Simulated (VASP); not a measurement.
# Ta (I4_1/amd) in VASP: further runs

Ta is run at these levels: PBE; tasks: single point, relaxation of cell and atoms.

Program: VASP 6.6.1. These are calculated values, not measurements. Logs are shortened: lines on timing, memory, paths and dates and some standing lists are left out, and cuts for length are marked.

## Step 1: The cell of the first run

The structure is tetragonal, space group I4_1/amd (No. 141). The conventional cell has a = 5.103 Å, b = 5.103 Å, c = 2.737 Å, α = 90.00°, β = 90.00°, γ = 90.00°. Ta (site symmetry -4m2) has 10 Ta at 2.64 to 3.27 Å within 3.5 Å.

## Step 2: Single point, PBE

INCAR reads:

```
ALGO = Normal
EDIFF = 1E-6
ENCUT = 520
GGA = PE
ISIF = 2
ISMEAR = -1
LASPH = True
LCHARG = False
LREAL = False
LWAVE = False
NBANDS = 18
NELM = 100
PREC = Accurate
SIGMA = 0.1
```

KPOINTS reads:

```
k-points
0
Gamma
  16 16 16
```

POSCAR reads:

```
Ta
1.0
   -2.5515373590      2.5515373590      1.3685269495
    2.5515373590     -2.5515373590      1.3685269495
    2.5515373590      2.5515373590     -1.3685269495
Ta
2
Direct
   -0.3750000000     -0.1250000000     -0.2500000000
    0.3750000000      0.1250000000      0.2500000000
```

Potentials or basis: VASP PAW PBE potentials, release 64 (Ta_pv).

The run is started by

```
$ cat potpaw_PBE.64/Ta_pv/POTCAR > POTCAR
$ mpirun -np 1 vasp_std > vasp.out
```

OUTCAR:

```text
EDIFF = 1E-6
   ENCUT = 520
   GGA = PE
   ISIF = 2
   ISMEAR = -1
   LASPH = True
   LREAL = False
   NELM = 100
   PREC = Accurate

 ion  position               nearest neighbor table
   1  0.625  0.875  0.750-   2 2.64   2 2.64   2 2.64   2 2.64   2 3.27   2 3.27   2 3.27   2 3.27

   2  0.375  0.125  0.250-   1 2.64   1 2.64   1 2.64   1 2.64   1 3.27   1 3.27   1 3.27   1 3.27

  LATTYP: Found a body centered tetragonal cell.
 ALAT       =     5.1030747180
 C/A-ratio  =     0.5363538749

  Lattice vectors:

 A1 = (  -2.5515373590,   2.5515373590,   1.3685269495)
 A2 = (   2.5515373590,  -2.5515373590,   1.3685269495)
 A3 = (   2.5515373590,   2.5515373590,  -1.3685269495)

Analysis of symmetry for initial positions (statically):
=====================================================================
 Subroutine PRICEL returns:
 Original cell was already a primitive cell.

 Routine SETGRP: Setting up the symmetry group for a
 body centered tetragonal supercell.

 Subroutine GETGRP returns: Found 16 space group operations
 (whereof  4 operations were pure point group operations)
 out of a pool of 16 trial point group operations.

The static configuration has the point symmetry C_2h.
 The point group associated with its full space group is D_4h.

Analysis of symmetry for dynamics (positions and initial velocities):
=====================================================================
 Subroutine PRICEL returns:
 Original cell was already a primitive cell.

 Routine SETGRP: Setting up the symmetry group for a
 body centered tetragonal supercell.

 Subroutine GETGRP returns: Found 16 space group operations
 (whereof  4 operations were pure point group operations)
 out of a pool of 16 trial point group operations.

The dynamic configuration has the point symmetry C_2h.
 The point group associated with its full space group is D_4h.

 Subroutine INISYM returns: Found 16 space group operations
 (whereof  4 operations are pure point group operations),
 and found     1 'primitive' translations

----------------------------------------------------------------------------------------

                                     Primitive cell

  volume of cell :      35.6383

  direct lattice vectors                    reciprocal lattice vectors
[... 76 lines left out ...]
   NGXF,Y,Z  is equivalent  to a cutoff of  25.85, 25.85, 25.85 a.u.
 SYSTEM =  unknown system
   PREC   = accura    normal or accurate (medium, high low for compatibility)
   ISTART =      0    job   : 0-new  1-cont  2-samecut
   ICHARG =      2    charge: 1-file 2-atom 10-const
   ISPIN  =      1    spin polarized calculation?
   LNONCOLLINEAR =      F non collinear calculations
   LSORBIT =      F    spin-orbit coupling
   LASPH  =      T    aspherical Exc in radial PAW
   ENCUT  =  520.0 eV  38.22 Ry    6.18 a.u.   7.18  7.18  7.18*2*pi/ulx,y,z
   NELM   =    100;   NELMIN=  2; NELMDL= -5     # of ELM steps
   EDIFF  = 0.1E-05   stopping-criterion for ELM
   LREAL  =      F    real-space projection
   EDIFFG = 0.1E-04   stopping-criterion for IOM
   NSW    =      0    number of steps for IOM
   IBRION =     -1    ionic relax: 0-MD 1-quasi-New 2-CG
   NFREE  =      0    steps in history (QN), initial steepest desc. (CG)
   ISIF   =      2    stress and relaxation
   ISYM   =      2    0-nonsym 1-usesym 2-fastsym
   POTIM  = 0.5000    time-step for ionic-motion
   TEBEG  =    0.0;   TEEND  =   0.0 temperature during run
   PSTRESS=    0.0 pullay stress
   NELECT =      22.0000    total number of electrons
   NUPDOWN=      -1.0000    fix difference up-down
   EMIN   =  10.00;   EMAX   =-10.00  energy-range for DOS
   EFERMI =   0.00;   METHOD = LEGACY
   ISMEAR =    -1;   SIGMA  =   0.10  broadening in eV -4-tet -1-fermi 0-gaus
   EFERMI_NEDOS =   21; number of points for ismear=-14 and -15
   IALGO  =     38    algorithm
   IMIX   =      4    mixing-type and parameters
     AMIX     =   0.40;   BMIX     =  1.00
     AMIX_MAG =   1.60;   BMIX_MAG =  1.00
  volume/ion in A,a.u.               =      17.82       120.25
  Fermi-wavevector in a.u.,A,eV,Ry     =   1.393938  2.634160 26.436963  1.943062
  Thomas-Fermi vector in A             =   2.517535
   LORBIT       =      0    0 simple, 1 ext, 2 COOP (PROOUT), +10 PAW based schemes
   GGA     = PE    functional components
   LHFCALC =     F    Hartree Fock is set to
   AEXX    =    0.0000 exact exchange contribution
   IVDW    =     0    specifies the selected vdW correction
   LEPSILON=     F    determine dielectric tensor
   LRPA    =     F    only Hartree local field effects (RPA)
 non-spin polarized calculation
  energy-cutoff  :      520.00
  volume of cell :       35.64
 maximum number of plane-waves:       975
 NGX is ok and might be reduce to    30
   NGX = 15   NGY = 15   NGZ = 15

 number of electron      21.9999997 magnetization

 Free energy of the ion-electron system (eV)
  ---------------------------------------------------
  ext. energy  EPLUGINS =         0.00000000
  ---------------------------------------------------
  free energy    TOTEN  =       -21.93153315 eV

  energy without entropy =      -21.86893785  energy(sigma->0) =      -21.90023550

 E-fermi :   5.9564     XC(G=0): -12.5937

 val. band max:        5.9510590900   @ k =  -0.1875  -0.3125   0.0625
 cond. band min:       5.9642378707   @ k =  -0.1250  -0.3125   0.0625
 fundamental gap:      0.0131787808
 Fermi energy:         5.9564061540

 k-point     1 :       0.0000    0.0000    0.0000
  band No.  band energies     occupation
      1     -28.7073      2.00000
      2     -28.7073      2.00000
      3     -27.3389      2.00000
      4     -27.3389      2.00000
      5     -27.3319      2.00000
      6     -27.3146      2.00000
[... 481 lines left out ...]
      5     -27.3134      2.00000
      6     -27.2925      2.00000
[... 10 lines left out ...]
     17      12.1620      0.00000
     18      12.7190      0.00000

 [... further k-points ...]
[... 5 lines left out ...]
  --------------------------------------------------------------------------------------
  -------------------------------------------------------------------------------------
  Total        4.3055641      4.3055641      4.2837279     -0.0000000     -0.0000000      0.0000000
  in kB      193.5634844    193.5634844    192.5818018     -0.0000000     -0.0000000      0.0000000
  external PRESSURE =     193.2362569 kB  Pullay stress =       0.0000000 kB

 VOLUME and BASIS-vectors are now :
 -----------------------------------------------------------------------------
  energy-cutoff  :      520.00
  volume of cell :       35.64
      direct lattice vectors                 reciprocal lattice vectors
    -2.551537359  2.551537359  1.368526950     0.000000000  0.195960290  0.365356342
     2.551537359 -2.551537359  1.368526950     0.195960290  0.000000000  0.365356342
     2.551537359  2.551537359 -1.368526950     0.195960290  0.195960290  0.000000000

 POSITION                                       TOTAL-FORCE (eV/Angst)
 -----------------------------------------------------------------------------------
      2.55154      1.27577      1.02640         0.000000     -0.000000      0.000000
      0.00000      1.27577      0.34213        -0.000000      0.000000     -0.000000
 -----------------------------------------------------------------------------------
    total drift:                                0.000000     -0.000000      0.000000

  FREE ENERGIE OF THE ION-ELECTRON SYSTEM (eV)
  ---------------------------------------------------
  free  energy   TOTEN  =       -21.9315331529 eV

  energy  without entropy=      -21.8689378512  energy(sigma->0) =      -21.90023550
```

stdout:

```text
POSCAR found type information on POSCAR Ta
 POSCAR found :  1 types and       2 ions
 scaLAPACK will be used
 LDA part: xc-table for (Slater+PW92), standard interpolation
 POSCAR, INCAR and KPOINTS ok, starting setup
 FFT: planning ... GRIDC
 FFT: planning ... GRID_SOFT
 FFT: planning ... GRID
 WAVECAR not read
 entering main loop
```

Wall time 6 min (1 thread of AMD EPYC 7R13, shared host); peak memory 0.28 GiB.

Results:

| Quantity | Value |
| --- | --- |
| Free energy | -21.9315 eV |
| Pressure | 19.3 GPa |
| Band gap on the k mesh | zero (band 11 reaches 6.98 eV, above the bottom of band 12 at 5.38 eV) |

Stress tensor (GPa, compression positive):
```
19.36  0.00  0.00
 0.00 19.36  0.00
 0.00  0.00 19.26
```

Caveat: spin-orbit coupling is left out, which moves the levels of the heavy elements.

## Step 3: Single point, PBE

INCAR reads:

```
SYSTEM = Ta
PREC = Accurate ; ENCUT = 520
EDIFF = 1E-6 ; ISMEAR = -1
SIGMA = 0.1 ; LREAL = .FALSE.
LASPH = .TRUE. ; NELM = 100
ALGO = Normal ; ISIF = 2
LWAVE = .FALSE. ; LCHARG = .FALSE.
GGA = PE ; NBANDS = 18
```

KPOINTS reads:

```
Automatic mesh
0
G
  16 16 16
  0 0 0
```

POSCAR reads:

```
Ta
1.0
   -2.5505957684      2.5505957684      1.3679822927
    2.5505957684     -2.5505957684      1.3679822927
    2.5505957684      2.5505957684     -1.3679822927
Ta
2
Direct
   -0.3750000000     -0.1250000000     -0.2500000000
    0.3750000000      0.1250000000      0.2500000000
```

Potentials or basis: VASP PAW PBE potentials, release 64 (Ta_pv).

The run is started by

```
$ cat potpaw_PBE.64/Ta_pv/POTCAR > POTCAR
$ mpirun -np 1 vasp_std > vasp.out
```

It took 5.3 min on 1 thread of AMD EPYC 7R13, shared host; peak memory 0.28 GiB.

The run converged. Its results:

- Free energy: -21.9266 eV
- Pressure: 19.6 GPa
- Band gap on the k mesh: zero (band 11 reaches 6.99 eV, above the bottom of band 12 at 5.39 eV)

Levels at points of the mesh, in eV from the Fermi level:
```tsv
k point	band 9	band 10	band 11	band 12	band 13	band 14
(0.00, 0.00, 0.00)	-2.70	-2.47	-1.27	3.41	3.41	3.52
(0.50, 0.00, 0.00)	-2.36	-1.46	0.65	0.77	1.05	3.25
(0.50, 0.50, 0.00)	-1.89	-1.89	-0.02	-0.02	1.64	1.64
(0.50, 0.50, 0.50)	-1.21	-1.21	0.06	0.06	2.53	2.53
```

Caveat: spin-orbit coupling is left out, which moves the levels of the heavy elements.

## Step 4: Relaxation of cell and atoms, PBE, target pressure 19 GPa, at which the enthalpy is minimised

INCAR reads:

```
SYSTEM = Ta
PREC = Accurate
ENCUT = 600
EDIFF = 1E-6
ISMEAR = -1
SIGMA = 0.1
LREAL = .FALSE.
LASPH = .TRUE.
NELM = 100
ALGO = Normal
ISIF = 3
LWAVE = .FALSE.
LCHARG = .FALSE.
GGA = PE
IBRION = 2
NSW = 32
EDIFFG = -0.005
PSTRESS = 190.0
```

KPOINTS reads:

```
regular mesh
0
G
  16 16 16
  0 0 0
```

POSCAR reads:

```
Ta
1.0
   -2.5515373590      2.5515373590      1.3685269495
    2.5515373590     -2.5515373590      1.3685269495
    2.5515373590      2.5515373590     -1.3685269495
Ta
2
Direct
   -0.3750000000     -0.1250000000     -0.2500000000
    0.3750000000      0.1250000000      0.2500000000
```

The run is started by

```
$ cat potpaw_PBE.64/Ta_pv/POTCAR > POTCAR
$ mpirun -np 1 vasp_std > vasp.out
```

Wall time 13 min (1 thread of Intel Xeon 6975P-C, shared host); peak memory 0.34 GiB.

It converged, with:

```yaml
Free_energy: -21.9391 eV
Relaxed_volume: 17.85 Å³/atom
Relaxed_cell: a = 3.862 Å, b = 3.862 Å, c = 3.862 Å, α = 97.22°, β = 97.22°, γ = 138.48°
Space_group_after_relaxing_to_0.05_Å: I4_1/amd (No. 141)
Energy_change_on_relaxing_the_enthalpy_is_what_falls: -3.4 meV/atom
Ionic_steps: 7
Pressure_after_relaxing: 19.0 GPa
Band_gap_on_the_k_mesh: zero (band 11 reaches 6.97 eV, above the bottom of band 12 at 5.37 eV)
```

Step by step:
| step | energy change (eV) | largest force (eV/Å) | pressure (GPa) | volume (Å³) |
| --- | --- | --- | --- | --- |
| 1 | 0.0000 | 0.0000 | 19.35 | 35.64 |
| 2 | -0.0232 | 0.0000 | 18.07 | 35.84 |
| 3 | -0.0065 | 0.0000 | 19.00 | 35.69 |
| 4 | -0.0067 | 0.0000 | 19.00 | 35.69 |
| 5 | -0.0150 | 0.0000 | 18.52 | 35.77 |
| 6 | -0.0068 | 0.0000 | 18.98 | 35.70 |
| 7 | -0.0068 | 0.0000 | 18.98 | 35.70 |

Final structure:
```
Ta
1.0
    -2.55337    2.55337    1.36875
     2.55337   -2.55337    1.36875
     2.55337    2.55337   -1.36875
Ta
2
Cartesian
  2.5534 1.2767 1.0266
  0.0000 1.2767 0.3422
```

Levels at points of the mesh, in eV from the Fermi level:
```csv
k point,band 9,band 10,band 11,band 12,band 13,band 14
"(0.00, 0.00, 0.00)",-2.69,-2.46,-1.27,3.41,3.41,3.52
"(0.50, 0.00, 0.00)",-2.35,-1.45,0.64,0.78,1.04,3.24
"(0.50, 0.50, 0.00)",-1.88,-1.88,-0.02,-0.02,1.63,1.63
"(0.50, 0.50, 0.50)",-1.21,-1.21,0.05,0.05,2.53,2.53
```

Caveat: the cell is relaxed towards a set pressure, so the enthalpy falls and the energy may rise; spin-orbit coupling is left out, which moves the levels of the heavy elements.

## Step 5: Summary

| task | cell | cutoff (eV) | gap on the mesh (eV) | pressure (GPa) |
| --- | --- | --- | --- | --- |
| single point | a = 3.859 Å, angles 97.2, 97.2, 138.5°, 2 atoms | 520 | none | 19.3 |
| single point | a = 3.858 Å, angles 97.2, 97.2, 138.5°, 2 atoms | 520 | none | 19.6 |
| relaxation of cell and atoms | relaxed to 19 GPa from a = 3.859 Å, angles 97.2, 97.2, 138.5°, 2 atoms | 600 | none | 19.0 |

Alike in all rows: level PBE; potentials or basis VASP PAW PBE potentials, release 64 (Ta_pv); no spin polarisation; k mesh 16 × 16 × 16; smearing fermi-dirac 0.1 eV.

Caveats: spin-orbit coupling is left out, which moves the levels of the heavy elements; the cell is relaxed towards a set pressure, so the enthalpy falls and the energy may rise (some runs).

Total energies depend on the potentials used, so only differences within one code and one set of settings carry meaning.
